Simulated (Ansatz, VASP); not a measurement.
## One calculation of ZnO, two programs

```xyz
4
Lattice="3.2880 0.0000 0.0000 -1.6440 2.8475 0.0000 0.0000 0.0000 7.3444" Properties=species:S:1:pos:R:3 pbc="T T T"
Zn    0.0000    0.0000    5.5083
Zn    0.0000    0.0000    1.8361
O     0.0000    1.8983    1.8361
O     1.6440    0.9492    5.5083
```

Change from the starting cell: strain +0.000 along x and y, +0.030 along z, atoms carried along.

Alike in both runs: task single point; functional PBEsol; k mesh 9 × 9 × 4; occupations gaussian, width 0.05 eV; no spin polarisation.

|  | VASP | Ansatz |
| --- | --- | --- |
| version | VASP 6.6.1 | Ansatz 0.2.0 |
| potentials or method | VASP PAW PBE potentials, release 64 (Zn, O), cutoff 520 eV | scalar-relativistic, plane waves, PAW |
| valence electrons in the cell | 36 | 36 |

```tsv
	VASP	Ansatz	Ansatz less VASP
gap on the k mesh at the Fermi level (eV)	0.79	0.79	+0.001
least direct gap on the mesh (eV)	0.79	0.79	+0.001
pressure (GPa)	-3.7	-4.4	-0.63
traceless stress, the component that is largest in VASP (GPa)	2.92	3.64	+0.727
```

VASP's potentials were made for PBE, not for PBEsol.
